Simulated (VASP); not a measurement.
# KBr (Pm-3m) in VASP: single point with PBE

Aim: the single point of KBr with PBE.

Everything below comes from runs of VASP 6.6.1. Logs are shortened: lines on timing, memory, paths and dates and some standing lists are left out, and cuts for length are marked.

### Step 1. The cell of the first run

Symmetry: Pm-3m, No. 221, cubic system. The conventional cell has a = 4.043 Å, b = 4.043 Å, c = 4.043 Å, α = 90.00°, β = 90.00°, γ = 90.00°. Within 4.6 Å of K (site symmetry m-3m) lie 8 Br at 3.50 Å and 6 K at 4.04 Å. Br (site symmetry m-3m) has 8 K at 3.50 Å and 6 Br at 4.04 Å within 4.6 Å.

### Step 2. Single point, PBE, non-collinear spin, zero start, spin-orbit coupling

Input file INCAR:

```
SYSTEM = KBr
ALGO = Normal
EDIFF = 1E-7
ENCUT = 520
GGA = PE
GGA_COMPAT = .FALSE.
ISIF = 2
ISMEAR = 0
LASPH = .TRUE.
LCHARG = .FALSE.
LNONCOLLINEAR = .TRUE.
LORBIT = 11
LORBMOM = .TRUE.
LREAL = .FALSE.
LSORBIT = .TRUE.
LWAVE = .FALSE.
MAGMOM = 0 0 0 0 0 0
NBANDS = 28
NELM = 150
PREC = Accurate
SIGMA = 0.05
```

Input file KPOINTS:

```
k-points
0
G
  10 10 10
  0 0 0
```

Input file POSCAR:

```
KBr
1.0
    4.0434990000      0.0000000000      0.0000000000
    0.0000000000      4.0434990000      0.0000000000
    0.0000000000      0.0000000000      4.0434990000
K Br
1 1
Direct
    0.0000000000      0.0000000000      0.0000000000
    0.5000000000      0.5000000000      0.5000000000
```

Potentials or basis: VASP PAW PBE potentials, release 64 (K_sv, Br).

On the command line:

```
> cat potpaw_PBE.64/K_sv/POTCAR potpaw_PBE.64/Br/POTCAR > POTCAR
> mpirun -np 1 vasp_ncl > vasp.out
```

OUTCAR:

```text
SYSTEM = KBr
   EDIFF = 1E-7
   ENCUT = 520
   GGA = PE
   ISIF = 2
   ISMEAR = 0
   LASPH = .TRUE.
   LNONCOLLINEAR = .TRUE.
   LORBIT = 11
   LREAL = .FALSE.
   LSORBIT = .TRUE.
   NELM = 150
   PREC = Accurate

 ion  position               nearest neighbor table
   1  0.000  0.000  0.000-
   2  0.500  0.500  0.500-

  LATTYP: Found a simple cubic cell.
 ALAT       =     4.0434990000

  Lattice vectors:

 A1 = (   4.0434990000,   0.0000000000,   0.0000000000)
 A2 = (   0.0000000000,   4.0434990000,   0.0000000000)
 A3 = (   0.0000000000,   0.0000000000,   4.0434990000)

Analysis of symmetry for initial positions (statically):
=====================================================================
 Subroutine PRICEL returns:
 Original cell was already a primitive cell.

 Routine SETGRP: Setting up the symmetry group for a
 simple cubic supercell.

 Subroutine GETGRP returns: Found 48 space group operations
 (whereof 48 operations were pure point group operations)
 out of a pool of 48 trial point group operations.

The static configuration has the point symmetry O_h .

Analysis of symmetry for dynamics (positions and initial velocities):
=====================================================================
 Subroutine PRICEL returns:
 Original cell was already a primitive cell.

 Routine SETGRP: Setting up the symmetry group for a
 simple cubic supercell.

 Subroutine GETGRP returns: Found 48 space group operations
 (whereof 48 operations were pure point group operations)
 out of a pool of 48 trial point group operations.

The dynamic configuration has the point symmetry O_h .

Analysis of structural, dynamic, and magnetic symmetry:
=====================================================================
 Subroutine PRICEL returns:
 Original cell was already a primitive cell.

 Routine SETGRP: Setting up the symmetry group for a
 simple cubic supercell.

 Subroutine GETGRP returns: Found 48 space group operations
 (whereof 48 operations were pure point group operations)
 out of a pool of 48 trial point group operations.

The overall configuration has the point symmetry O_h .

 Subroutine INISYM returns: Found 48 space group operations
 (whereof 48 operations are pure point group operations),
 and found     1 'primitive' translations

----------------------------------------------------------------------------------------

                                     Primitive cell

  volume of cell :      66.1107

  direct lattice vectors                    reciprocal lattice vectors
     4.043499000  0.000000000  0.000000000     0.247310559  0.000000000  0.000000000
     0.000000000  4.043499000  0.000000000     0.000000000  0.247310559  0.000000000
     0.000000000  0.000000000  4.043499000     0.000000000  0.000000000  0.247310559

  length of vectors
     4.043499000  4.043499000  4.043499000     0.247310559  0.247310559  0.247310559

  position of ions in fractional coordinates (direct lattice)
     0.000000000  0.000000000  0.000000000
     0.500000000  0.500000000  0.500000000

  ion indices of the primitive-cell ions
   primitive index   ion index
                 1           1
                 2           2

----------------------------------------------------------------------------------------

 KPOINTS: k-points

Automatic generation of k-mesh.
 Grid dimensions read from file:
 generate k-points for:   10   10   10

 Generating k-lattice:

  Cartesian coordinates                     Fractional coordinates (reciprocal lattice)
     0.024731056  0.000000000  0.000000000     0.100000000  0.000000000  0.000000000
     0.000000000  0.024731056  0.000000000     0.000000000  0.100000000  0.000000000
     0.000000000  0.000000000  0.024731056     0.000000000  0.000000000  0.100000000

  Length of vectors
     0.024731056  0.024731056  0.024731056

  Shift w.r.t. Gamma in fractional coordinates (k-lattice)
     0.000000000  0.000000000  0.000000000

 Subroutine IBZKPT returns following result:
[... 86 lines left out ...]
 number of electron      15.9999999 magnetization       0.0000000     -0.0000000     -0.0000000

 number of electron      15.9999999 magnetization      -0.0000000     -0.0000000     -0.0000000

 number of electron      15.9999999 magnetization       0.0000000      0.0000000      0.0000000

 Free energy of the ion-electron system (eV)
  ---------------------------------------------------
  ext. energy  EPLUGINS =         0.00000000
  ---------------------------------------------------
  free energy    TOTEN  =        -6.10813997 eV

  energy without entropy =       -6.10813997  energy(sigma->0) =       -6.10813997

 E-fermi :  -0.4744     XC(G=0):  -7.8253

 val. band max:       -0.7386184632   @ k =   0.5000   0.5000   0.0000
 cond. band min:       3.1008575294   @ k =   0.0000   0.0000   0.0000
 fundamental gap:      3.8394759925
 Fermi energy:        -0.4744243012

 k-point     1 :       0.0000    0.0000    0.0000
  band No.  band energies     occupation
      1     -29.4304      1.00000
      2     -29.4304      1.00000
      3     -13.5370      1.00000
      4     -13.5370      1.00000
      5     -13.0333      1.00000
      6     -13.0333      1.00000
[... 733 lines left out ...]
     27       8.9367      0.00000
     28       8.9367      0.00000

 [... further k-points ...]
[... 5 lines left out ...]
  --------------------------------------------------------------------------------------
  -------------------------------------------------------------------------------------
  Total       -0.0060620     -0.0060620     -0.0060620      0.0000000      0.0000000      0.0000000
  in kB       -0.1469114     -0.1469114     -0.1469114      0.0000000      0.0000000      0.0000000
  external PRESSURE =      -0.1469114 kB  Pullay stress =       0.0000000 kB

 VOLUME and BASIS-vectors are now :
 -----------------------------------------------------------------------------
  energy-cutoff  :      520.00
  volume of cell :       66.11
      direct lattice vectors                 reciprocal lattice vectors
     4.043499000  0.000000000  0.000000000     0.247310559  0.000000000  0.000000000
     0.000000000  4.043499000  0.000000000     0.000000000  0.247310559  0.000000000
     0.000000000  0.000000000  4.043499000     0.000000000  0.000000000  0.247310559

 POSITION                                       TOTAL-FORCE (eV/Angst)
 -----------------------------------------------------------------------------------
      0.00000      0.00000      0.00000         0.000000      0.000000      0.000000
      2.02175      2.02175      2.02175         0.000000      0.000000      0.000000
 -----------------------------------------------------------------------------------
    total drift:                                0.000000      0.000000      0.000000

  FREE ENERGIE OF THE ION-ELECTRON SYSTEM (eV)
  ---------------------------------------------------
  free  energy   TOTEN  =        -6.1081399734 eV

  energy  without entropy=       -6.1081399734  energy(sigma->0) =       -6.10813997

 orbital moment (x)

 # of ion     p       d       tot
 ----------------------------------------
  1        -0.000  -0.000  -0.000
  2        -0.000   0.000   0.000
 ----------------------------------------
           -0.000  -0.000  -0.000

 orbital moment (y)

 # of ion     p       d       tot
 ----------------------------------------
  1         0.000   0.000   0.000
  2        -0.000  -0.000  -0.000
 ----------------------------------------
           -0.000   0.000   0.000

 orbital moment (z)

 # of ion     p       d       tot
 ----------------------------------------
  1         0.000  -0.000  -0.000
  2         0.000   0.000   0.000
 ----------------------------------------
            0.000  -0.000  -0.000

 Spin-Orbit-Coupling matrix elements

 Ion:    1  E_soc:     -0.0080660
 l=   1
     0.0000000    -0.0013435    -0.0013435
    -0.0013435     0.0000000    -0.0013435
    -0.0013435    -0.0013435     0.0000000
 l=   2
     0.0000000    -0.0000002     0.0000000    -0.0000002    -0.0000006
    -0.0000002     0.0000000    -0.0000005    -0.0000002    -0.0000002
     0.0000000    -0.0000005     0.0000000    -0.0000005     0.0000000
    -0.0000002    -0.0000002    -0.0000005     0.0000000    -0.0000002
    -0.0000006    -0.0000002     0.0000000    -0.0000002     0.0000000
 l=   3
     0.0000000     0.0000000     0.0000000     0.0000000     0.0000000     0.0000000     0.0000000
     0.0000000     0.0000000     0.0000000     0.0000000     0.0000000     0.0000000     0.0000000
     0.0000000     0.0000000     0.0000000     0.0000000     0.0000000     0.0000000     0.0000000
     0.0000000     0.0000000     0.0000000     0.0000000     0.0000000     0.0000000     0.0000000
     0.0000000     0.0000000     0.0000000     0.0000000     0.0000000     0.0000000     0.0000000
     0.0000000     0.0000000     0.0000000     0.0000000     0.0000000     0.0000000     0.0000000
     0.0000000     0.0000000     0.0000000     0.0000000     0.0000000     0.0000000     0.0000000

 Ion:    2  E_soc:     -0.0515854
 l=   1
     0.0000000    -0.0085968    -0.0085968
    -0.0085968     0.0000000    -0.0085968
    -0.0085968    -0.0085968     0.0000000
 l=   2
     0.0000000     0.0000000     0.0000000     0.0000000    -0.0000008
     0.0000000     0.0000000    -0.0000006     0.0000000    -0.0000002
     0.0000000    -0.0000006     0.0000000    -0.0000006     0.0000000
     0.0000000     0.0000000    -0.0000006     0.0000000    -0.0000002
    -0.0000008    -0.0000002     0.0000000    -0.0000002     0.0000000
 l=   3
     0.0000000     0.0000000     0.0000000     0.0000000     0.0000000     0.0000000     0.0000000
     0.0000000     0.0000000     0.0000000     0.0000000     0.0000000     0.0000000     0.0000000
     0.0000000     0.0000000     0.0000000     0.0000000     0.0000000     0.0000000     0.0000000
     0.0000000     0.0000000     0.0000000     0.0000000     0.0000000     0.0000000     0.0000000
     0.0000000     0.0000000     0.0000000     0.0000000     0.0000000     0.0000000     0.0000000
     0.0000000     0.0000000     0.0000000     0.0000000     0.0000000     0.0000000     0.0000000
     0.0000000     0.0000000     0.0000000     0.0000000     0.0000000     0.0000000     0.0000000

 total charge

# of ion       s       p       d       tot
------------------------------------------
    1        1.955   5.576   0.020   7.551
    2        1.601   3.286   0.002   4.889
--------------------------------------------------
tot          3.556   8.862   0.022  12.440

 magnetization (x)

# of ion       s       p       d       tot
------------------------------------------
    1        0.000  -0.000  -0.000  -0.000
    2        0.000   0.000   0.000   0.000
--------------------------------------------------
tot          0.000  -0.000  -0.000  -0.000

 magnetization (y)

# of ion       s       p       d       tot
------------------------------------------
    1       -0.000   0.000  -0.000  -0.000
    2        0.000   0.000  -0.000   0.000
--------------------------------------------------
tot         -0.000   0.000  -0.000  -0.000

 magnetization (z)

# of ion       s       p       d       tot
------------------------------------------
    1        0.000  -0.000  -0.000   0.000
    2        0.000   0.000  -0.000   0.000
--------------------------------------------------
tot          0.000  -0.000  -0.000   0.000
```

Wall time 2 min (1 thread of AMD EPYC 7R13 (Zen 3), shared host); peak memory 0.33 GiB.

What came out:

* Free energy: -6.1081 eV
* Pressure: 0.0 GPa
* Net moment: 0.00 μB per cell
* Valence electrons inside the program's atomic spheres: K 7.55; Br 4.89

Moments on the atoms (μB; x, y, z):
```
K   0.00 0.00 0.00
Br  0.00 0.00 0.00
```
